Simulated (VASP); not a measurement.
# K in VASP: notebook

K is run at these levels: PBE; tasks: single point.

Program: VASP 6.6.1. These are calculated values, not measurements. Logs are shortened: lines on timing, memory, paths and dates and some standing lists are left out, and cuts for length are marked.

**1. The cell of the first run**

The structure is cubic, space group Im-3m (No. 229). Conventional cell: a = 4.974 Å, b = 4.974 Å, c = 4.974 Å, α = 90.00°, β = 90.00°, γ = 90.00°. K (site symmetry m-3m) has 14 K at 4.31 to 4.97 Å within 5.7 Å.

**2. Single point, PBE (strain -0.050 along x and y, -0.050 along z)**

INCAR reads:

```
ALGO = Normal ; EDIFF = 1E-7
ENCUT = 520 ; GGA = PE
ISIF = 2 ; ISMEAR = 0
LASPH = True ; LCHARG = False
LREAL = False ; LWAVE = False
NBANDS = 10 ; NELM = 60
PREC = Accurate ; SIGMA = 0.15
```

KPOINTS reads:

```
k-points
0
Gamma
  14 14 14
```

POSCAR reads:

```
K
1.0
   -2.4871000000      2.4871000000      2.4871000000
    2.4871000000     -2.4871000000      2.4871000000
    2.4871000000      2.4871000000     -2.4871000000
K
1
Direct
    0.0000000000      0.0000000000      0.0000000000
```

Potentials or basis: VASP PAW PBE potentials, release 64 (K_sv).

The run is started by

```sh
cat potpaw_PBE.64/K_sv/POTCAR > POTCAR
mpirun -np 1 vasp_std > vasp.out
```

OUTCAR:

```text
EDIFF = 1E-7
   ENCUT = 520
   GGA = PE
   ISIF = 2
   ISMEAR = 0
   LASPH = True
   LREAL = False
   NELM = 60
   PREC = Accurate

 ion  position               nearest neighbor table
   1  0.000  0.000  0.000-

  LATTYP: Found a body centered cubic cell.
 ALAT       =     4.9742000000

  Lattice vectors:

 A1 = (  -2.4871000000,   2.4871000000,   2.4871000000)
 A2 = (   2.4871000000,  -2.4871000000,   2.4871000000)
 A3 = (   2.4871000000,   2.4871000000,  -2.4871000000)

Analysis of symmetry for initial positions (statically):
=====================================================================
 Subroutine PRICEL returns:
 Original cell was already a primitive cell.

 Routine SETGRP: Setting up the symmetry group for a
 body centered cubic supercell.

 Subroutine GETGRP returns: Found 48 space group operations
 (whereof 48 operations were pure point group operations)
 out of a pool of 48 trial point group operations.

The static configuration has the point symmetry O_h .

Analysis of symmetry for dynamics (positions and initial velocities):
=====================================================================
 Subroutine PRICEL returns:
 Original cell was already a primitive cell.

 Routine SETGRP: Setting up the symmetry group for a
 body centered cubic supercell.

 Subroutine GETGRP returns: Found 48 space group operations
 (whereof 48 operations were pure point group operations)
 out of a pool of 48 trial point group operations.

The dynamic configuration has the point symmetry O_h .

 Subroutine INISYM returns: Found 48 space group operations
 (whereof 48 operations are pure point group operations),
 and found     1 'primitive' translations

----------------------------------------------------------------------------------------

                                     Primitive cell

  volume of cell :      61.5375

  direct lattice vectors                    reciprocal lattice vectors
    -2.487100000  2.487100000  2.487100000     0.000000000  0.201037353  0.201037353
     2.487100000 -2.487100000  2.487100000     0.201037353  0.000000000  0.201037353
     2.487100000  2.487100000 -2.487100000     0.201037353  0.201037353  0.000000000

  length of vectors
     4.307783564  4.307783564  4.307783564     0.284309751  0.284309751  0.284309751

  position of ions in fractional coordinates (direct lattice)
     0.000000000  0.000000000  0.000000000

  ion indices of the primitive-cell ions
   primitive index   ion index
                 1           1

----------------------------------------------------------------------------------------

 KPOINTS: k-points

Automatic generation of k-mesh.
 Grid dimensions read from file:
 generate k-points for:   14   14   14

 Generating k-lattice:

  Cartesian coordinates                     Fractional coordinates (reciprocal lattice)
     0.000000000  0.014359811  0.014359811     0.071428571  0.000000000  0.000000000
     0.014359811  0.000000000  0.014359811     0.000000000  0.071428571  0.000000000
     0.014359811  0.014359811  0.000000000     0.000000000  0.000000000  0.071428571

  Length of vectors
     0.020307839  0.020307839  0.020307839

  Shift w.r.t. Gamma in fractional coordinates (k-lattice)
     0.000000000  0.000000000  0.000000000

 Subroutine IBZKPT returns following result:
 ===========================================

 Found    104 irreducible k-points:

 Following reciprocal coordinates:
            Coordinates               Weight
  0.000000  0.000000  0.000000      1.000000
  0.071429  0.000000  0.000000     12.000000
  0.142857  0.000000  0.000000     12.000000
  0.214286  0.000000  0.000000     12.000000
  0.285714  0.000000  0.000000     12.000000
  0.357143  0.000000  0.000000     12.000000
[... 16 lines left out ...]
  0.285714  0.285714  0.000000     24.000000
  0.357143  0.285714  0.000000     24.000000
 [... further k-points ...]
   k-points           NKPTS =    104   k-points in BZ     NKDIM =    104   number of bands    NBANDS=     10
   number of dos      NEDOS =    301   number of ions     NIONS =      1
   total plane-waves  NPLWV =  32768
   dimension x,y,z NGX =    32 NGY =   32 NGZ =   32
   dimension x,y,z NGXF=    64 NGYF=   64 NGZF=   64
   ions per type =               1
   NGX,Y,Z   is equivalent  to a cutoff of  12.35, 12.35, 12.35 a.u.
   NGXF,Y,Z  is equivalent  to a cutoff of  24.70, 24.70, 24.70 a.u.
 SYSTEM =  unknown system
   PREC   = accura    normal or accurate (medium, high low for compatibility)
   ISTART =      0    job   : 0-new  1-cont  2-samecut
   ICHARG =      2    charge: 1-file 2-atom 10-const
   ISPIN  =      1    spin polarized calculation?
   LNONCOLLINEAR =      F non collinear calculations
   LSORBIT =      F    spin-orbit coupling
   LASPH  =      T    aspherical Exc in radial PAW
   ENCUT  =  520.0 eV  38.22 Ry    6.18 a.u.   8.01  8.01  8.01*2*pi/ulx,y,z
   NELM   =     60;   NELMIN=  2; NELMDL= -5     # of ELM steps
   EDIFF  = 0.1E-06   stopping-criterion for ELM
   LREAL  =      F    real-space projection
   EDIFFG = 0.1E-05   stopping-criterion for IOM
   NSW    =      0    number of steps for IOM
   IBRION =     -1    ionic relax: 0-MD 1-quasi-New 2-CG
   NFREE  =      0    steps in history (QN), initial steepest desc. (CG)
   ISIF   =      2    stress and relaxation
   ISYM   =      2    0-nonsym 1-usesym 2-fastsym
   POTIM  = 0.5000    time-step for ionic-motion
   TEBEG  =    0.0;   TEEND  =   0.0 temperature during run
   PSTRESS=    0.0 pullay stress
   NELECT =       9.0000    total number of electrons
   NUPDOWN=      -1.0000    fix difference up-down
   EMIN   =  10.00;   EMAX   =-10.00  energy-range for DOS
   EFERMI =   0.00;   METHOD = LEGACY
   ISMEAR =     0;   SIGMA  =   0.15  broadening in eV -4-tet -1-fermi 0-gaus
   EFERMI_NEDOS =   21; number of points for ismear=-14 and -15
   IALGO  =     38    algorithm
   IMIX   =      4    mixing-type and parameters
     AMIX     =   0.40;   BMIX     =  1.00
     AMIX_MAG =   1.60;   BMIX_MAG =  1.00
  volume/ion in A,a.u.               =      61.54       415.28
  Fermi-wavevector in a.u.,A,eV,Ry     =   0.862533  1.629951 10.122235  0.743963
  Thomas-Fermi vector in A             =   1.980349
   LORBIT       =      0    0 simple, 1 ext, 2 COOP (PROOUT), +10 PAW based schemes
   GGA     = PE    functional components
   LHFCALC =     F    Hartree Fock is set to
   AEXX    =    0.0000 exact exchange contribution
   IVDW    =     0    specifies the selected vdW correction
   LEPSILON=     F    determine dielectric tensor
   LRPA    =     F    only Hartree local field effects (RPA)
 non-spin polarized calculation
 Gauss-broadening in eV      SIGMA  =   0.15
  energy-cutoff  :      520.00
  volume of cell :       61.54
 maximum number of plane-waves:      1686
   NGX = 15   NGY = 15   NGZ = 15

 number of electron       9.0000001 magnetization

 Free energy of the ion-electron system (eV)
  ---------------------------------------------------
  ext. energy  EPLUGINS =         0.00000000
  ---------------------------------------------------
  free energy    TOTEN  =        -1.02122084 eV

  energy without entropy =       -1.01299003  energy(sigma->0) =       -1.01710543

 E-fermi :   0.3150     XC(G=0):  -6.1007

 val. band max:        0.2973325699   @ k =   0.2857   0.2143  -0.0000
 cond. band min:       0.3370189168   @ k =   0.3571   0.0714   0.0714
 fundamental gap:      0.0396863469
 Fermi energy:         0.3149754285

 k-point     1 :       0.0000    0.0000    0.0000
  band No.  band energies     occupation
      1     -31.7333      2.00000
      2     -15.1641      2.00000
      3     -15.1641      2.00000
      4     -15.1641      2.00000
      5      -2.1065      2.00000
      6       4.7698      0.00000
      7       4.7698      0.00000
      8       4.7698      0.00000
      9       5.7978      0.00000
     10       5.7978      0.00000

 k-point     2 :       0.0714    0.0000    0.0000
  band No.  band energies     occupation
      1     -31.7328      2.00000
      2     -15.1705      2.00000
      3     -15.1662      2.00000
      4     -15.1642      2.00000
      5      -2.0327      2.00000
      6       4.6767      0.00000
      7       4.6776      0.00000
      8       4.8328      0.00000
      9       5.6585      0.00000
     10       5.7811      0.00000

 k-point     3 :       0.1429    0.0000    0.0000
  band No.  band energies     occupation
      1     -31.7315      2.00000
      2     -15.1883      2.00000
      3     -15.1719      2.00000
      4     -15.1642      2.00000
      5      -1.8145      2.00000
      6       4.3044      0.00000
      7       4.4453      0.00000
      8       5.0206      0.00000
      9       5.5271      0.00000
     10       5.7513      0.00000

 k-point     4 :       0.2143    0.0000    0.0000
  band No.  band energies     occupation
      1     -31.7296      2.00000
      2     -15.2138      2.00000
      3     -15.1801      2.00000
      4     -15.1643      2.00000
      5      -1.4615      2.00000
      6       3.6981      0.00000
      7       4.1643      0.00000
      8       5.3287      0.00000
      9       5.5685      0.00000
     10       5.7506      0.00000
[... 222 lines left out ...]
 k-point    22 :       0.3571    0.2143   -0.0000
  band No.  band energies     occupation
      1     -31.7230      2.00000
      2     -15.2713      2.00000
      3     -15.2234      2.00000
      4     -15.1771      2.00000
      5       0.9302      0.00000
      6       1.5732      0.00000
      7       2.7781      0.00000
      8       5.3592      0.00000
      9       6.0833      0.00000
     10       6.3614      0.00000

 k-point    23 :       0.2857    0.2857    0.0000
  band No.  band energies     occupation
      1     -31.7229      2.00000
      2     -15.2644      2.00000
      3     -15.2306      2.00000
      4     -15.1788      2.00000
      5       0.8883      0.00000
      6       1.9182      0.00000
      7       2.4479      0.00000
      8       5.5116      0.00000
      9       5.7895      0.00000
     10       6.3332      0.00000

 k-point    24 :       0.3571    0.2857    0.0000
  band No.  band energies     occupation
      1     -31.7226      2.00000
      2     -15.2594      2.00000
      3     -15.2400      2.00000
      4     -15.1795      2.00000
      5       1.4489      0.00000
      6       1.5169      0.00000
      7       2.2482      0.00000
      8       5.4531      0.00000
      9       5.9788      0.00000
     10       6.1000      0.00000

 [... further k-points ...]

------------------------ aborting loop because EDIFF is reached ----------------------------------------

  FORCE on cell =-STRESS in cart. coord.  units (eV):
  Direction    XX          YY          ZZ          XY          YZ          ZX
  --------------------------------------------------------------------------------------
  -------------------------------------------------------------------------------------
  Total        0.3463865      0.3463865      0.3463865     -0.0000000     -0.0000000      0.0000000
  in kB        9.0184482      9.0184482      9.0184482     -0.0000000     -0.0000000      0.0000000
  external PRESSURE =       9.0184482 kB  Pullay stress =       0.0000000 kB

 VOLUME and BASIS-vectors are now :
 -----------------------------------------------------------------------------
  energy-cutoff  :      520.00
  volume of cell :       61.54
      direct lattice vectors                 reciprocal lattice vectors
    -2.487100000  2.487100000  2.487100000     0.000000000  0.201037353  0.201037353
     2.487100000 -2.487100000  2.487100000     0.201037353  0.000000000  0.201037353
     2.487100000  2.487100000 -2.487100000     0.201037353  0.201037353  0.000000000

 POSITION                                       TOTAL-FORCE (eV/Angst)
 -----------------------------------------------------------------------------------
      0.00000      0.00000      0.00000        -0.000000      0.000000      0.000000
 -----------------------------------------------------------------------------------
    total drift:                                0.000000      0.000000     -0.000000

  FREE ENERGIE OF THE ION-ELECTRON SYSTEM (eV)
  ---------------------------------------------------
  free  energy   TOTEN  =        -1.0212208358 eV

  energy  without entropy=       -1.0129900301  energy(sigma->0) =       -1.01710543
```

Run time: 23 s. Hardware: 1 thread of AMD EPYC 9R45 (Zen 5), shared host; peak memory 0.17 GiB.

What came out:

| Item | Value |
| --- | --- |
| Free energy | -1.0212 eV |
| Pressure | 0.9 GPa |
| Band gap on the k mesh | zero (an odd number of electrons rules out a gap without spin polarisation) |

Levels at points of the mesh, in eV from the Fermi level:
| k point | band 2 | band 3 | band 4 | band 5 | band 6 | band 7 |
| --- | --- | --- | --- | --- | --- | --- |
| (0.00, 0.00, 0.00) | -15.48 | -15.48 | -15.48 | -2.42 | 4.45 | 4.45 |
| (0.50, 0.00, 0.00) | -15.60 | -15.52 | -15.48 | 0.42 | 0.80 | 3.20 |
| (0.50, 0.50, 0.50) | -15.57 | -15.57 | -15.57 | 1.55 | 1.55 | 3.99 |

Caveat: the cell differs from its parent crystal (strain -0.050 along x and y, -0.050 along z).

**3. Single point, PBE (strain -0.025 along x and y, -0.025 along z)**

INCAR reads:

```
PREC = Accurate
ENCUT = 520
EDIFF = 1E-7
ISMEAR = 0
SIGMA = 0.15
LREAL = F
LASPH = T
NELM = 80
ALGO = Normal
ISIF = 2
LWAVE = F
LCHARG = F
GGA = PE
NBANDS = 10
```

KPOINTS reads:

```
regular mesh
0
Gamma
  14 14 14
```

POSCAR reads:

```
K
1.0
   -2.5525500000      2.5525500000      2.5525500000
    2.5525500000     -2.5525500000      2.5525500000
    2.5525500000      2.5525500000     -2.5525500000
K
1
Direct
    0.0000000000      0.0000000000      0.0000000000
```

Potentials or basis: VASP PAW PBE potentials, release 64 (K_sv).

The run is started by

```sh
cat potpaw_PBE.64/K_sv/POTCAR > POTCAR
mpirun -np 1 vasp_std > vasp.out
```

Wall time 38 s (1 thread of AMD EPYC 9R45 (Zen 5), shared host); peak memory 0.2 GiB.

Results (log left out):

- Free energy: -1.0422 eV
- Pressure: 0.4 GPa
- Band gap on the k mesh: zero (an odd number of electrons rules out a gap without spin polarisation)

Levels at points of the mesh, in eV from the Fermi level:
| k point | band 2 | band 3 | band 4 | band 5 | band 6 | band 7 |
| --- | --- | --- | --- | --- | --- | --- |
| (0.00, 0.00, 0.00) | -15.52 | -15.52 | -15.52 | -2.30 | 4.39 | 4.39 |
| (0.50, 0.00, 0.00) | -15.62 | -15.55 | -15.52 | 0.44 | 0.74 | 3.19 |
| (0.50, 0.50, 0.50) | -15.59 | -15.59 | -15.59 | 1.61 | 1.61 | 3.76 |

Caveat: the cell differs from its parent crystal (strain -0.025 along x and y, -0.025 along z).

**4. Single point, PBE (strain +0.025 along x and y, +0.025 along z)**

INCAR reads:

```
SYSTEM = K
PREC     = Accurate       ! precision mode
ENCUT    = 520            ! plane-wave cutoff, eV
EDIFF    = 1E-6           ! SCF threshold, eV
ISMEAR   = 0              ! smearing method
SIGMA    = 0.15           ! smearing width, eV
LREAL    = .False.        ! projectors in reciprocal space
LASPH    = .True.         ! aspherical terms in the spheres
NELM     = 60             ! most SCF steps
ALGO     = Fast           ! electronic algorithm
ISIF     = 2              ! what is computed and relaxed
LWAVE    = .False.        ! write WAVECAR
LCHARG   = .False.        ! write CHGCAR
GGA      = PE             ! functional
NBANDS   = 10             ! bands
```

KPOINTS reads:

```
Automatic mesh
0
Gamma
  14 14 14
  0 0 0
```

POSCAR reads:

```
K
1.0
   -2.6834500000      2.6834500000      2.6834500000
    2.6834500000     -2.6834500000      2.6834500000
    2.6834500000      2.6834500000     -2.6834500000
K
1
Direct
    0.0000000000      0.0000000000      0.0000000000
```

The run is started by

```sh
cat potpaw_PBE.64/K_sv/POTCAR > POTCAR
mpirun -np 1 vasp_std > vasp.out
```

Run time: 46 s. Hardware: 1 thread of AMD EPYC 9R45 (Zen 5), shared host; peak memory 0.21 GiB.

Results (log left out):

```
Free energy            : -1.0501 eV
Pressure               : -0.1 GPa
Band gap on the k mesh : zero (an odd number of electrons rules out a gap without spin polarisation)
```

Levels at points of the mesh, in eV from the Fermi level:
| k point | band 1 | band 2 | band 3 | band 4 | band 5 | band 6 | band 7 | band 8 | band 9 |
| --- | --- | --- | --- | --- | --- | --- | --- | --- | --- |
| (0.00, 0.00, 0.00) | -32.17 | -15.62 | -15.62 | -15.62 | -2.09 | 4.24 | 4.24 | 4.24 | 5.12 |
| (0.50, 0.00, 0.00) | -32.16 | -15.68 | -15.64 | -15.62 | 0.44 | 0.66 | 3.14 | 4.75 | 5.63 |
| (0.50, 0.50, 0.50) | -32.16 | -15.66 | -15.66 | -15.66 | 1.69 | 1.69 | 3.35 | 3.35 | 3.35 |

Caveat: the cell differs from its parent crystal (strain +0.025 along x and y, +0.025 along z).

**5. Single point, PBE (strain +0.050 along x and y, +0.050 along z)**

INCAR reads:

```
ALGO = Fast
EDIFF = 1E-6
ENCUT = 520
GGA = PE
ISIF = 2
ISMEAR = 0
LASPH = True
LCHARG = False
LREAL = False
LWAVE = False
NBANDS = 10
NELM = 80
PREC = Accurate
SIGMA = 0.15
```

KPOINTS reads:

```
k-points
0
Gamma
  14 14 14
```

POSCAR reads:

```
K
1.0
   -2.7489000000      2.7489000000      2.7489000000
    2.7489000000     -2.7489000000      2.7489000000
    2.7489000000      2.7489000000     -2.7489000000
K
1
Direct
    0.0000000000      0.0000000000      0.0000000000
```

The run is started by

```sh
cat potpaw_PBE.64/K_sv/POTCAR > POTCAR
mpirun -np 1 vasp_std > vasp.out
```

Run time: 56 s. Hardware: 1 thread of AMD EPYC 9R45 (Zen 5), shared host; peak memory 0.22 GiB.

The run converged. Its results:

| Item | Value |
| --- | --- |
| Free energy | -1.0411 eV |
| Pressure | -0.4 GPa |
| Band gap on the k mesh | zero (an odd number of electrons rules out a gap without spin polarisation) |

Levels at points of the mesh, in eV from the Fermi level:
| k point | band 2 | band 3 | band 4 | band 5 | band 6 | band 7 |
| --- | --- | --- | --- | --- | --- | --- |
| (0.00, 0.00, 0.00) | -15.67 | -15.67 | -15.67 | -1.99 | 4.16 | 4.16 |
| (0.50, 0.00, 0.00) | -15.72 | -15.69 | -15.67 | 0.44 | 0.63 | 3.11 |
| (0.50, 0.50, 0.50) | -15.71 | -15.71 | -15.71 | 1.72 | 1.72 | 3.17 |

Caveat: the cell differs from its parent crystal (strain +0.050 along x and y, +0.050 along z).

**6. Single point, PBE (strain -0.050 along x and y, -0.025 along z)**

INCAR is that of step 5.

KPOINTS is that of step 5.

POSCAR reads:

```
K
1.0
   -2.4871000000      2.4871000000      2.5525500000
    2.4871000000     -2.4871000000      2.5525500000
    2.4871000000      2.4871000000     -2.5525500000
K
1
Direct
    0.0000000000      0.0000000000      0.0000000000
```

Potentials or basis: VASP PAW PBE potentials, release 64 (K_sv).

The run is started by

```sh
cat potpaw_PBE.64/K_sv/POTCAR > POTCAR
mpirun -np 1 vasp_std > vasp.out
```

It took 66 s on 1 thread of AMD EPYC 9R45 (Zen 5), shared host; peak memory 0.25 GiB.

Results (log left out):

```yaml
Free_energy: -1.0295 eV
Pressure: 0.7 GPa
Band_gap_on_the_k_mesh: zero (an odd number of electrons rules out a gap without spin polarisation)
```

Levels at points of the mesh, in eV from the Fermi level:
| k point | band 2 | band 3 | band 4 | band 5 | band 6 | band 7 | band 8 | band 9 |
| --- | --- | --- | --- | --- | --- | --- | --- | --- |
| (0.00, 0.00, 0.00) | -15.49 | -15.49 | -15.49 | -2.38 | 4.39 | 4.39 | 4.53 | 5.35 |
| (0.50, 0.00, 0.00) | -15.61 | -15.53 | -15.49 | 0.41 | 0.75 | 3.26 | 5.14 | 6.00 |
| (0.50, 0.50, 0.00) | -15.61 | -15.53 | -15.49 | 0.46 | 0.83 | 3.10 | 5.27 | 6.08 |
| (0.50, 0.50, 0.50) | -15.58 | -15.57 | -15.57 | 1.53 | 1.62 | 3.70 | 4.02 | 4.02 |

Caveat: the cell differs from its parent crystal (strain -0.050 along x and y, -0.025 along z).

**7. Overview**

```csv
cell,gap on the mesh (eV),pressure (GPa)
"a = 4.308 Å, angles 109.5°, 1 atom",none,0.9
"a = 4.421 Å, angles 109.5°, 1 atom",none,0.4
"a = 4.648 Å, angles 109.5°, 1 atom",none,-0.1
"a = 4.761 Å, angles 109.5°, 1 atom",none,-0.4
"a = 4.346 Å, angles 110.2, 110.2, 108.1°, 1 atom",none,0.7
```

Alike in all rows: task single point; level PBE; potentials or basis VASP PAW PBE potentials, release 64 (K_sv); no spin polarisation; k mesh 14 × 14 × 14; cutoff (eV) 520; smearing gaussian 0.15 eV.

Total energies depend on the potentials used, so only differences within one code and one set of settings carry meaning.
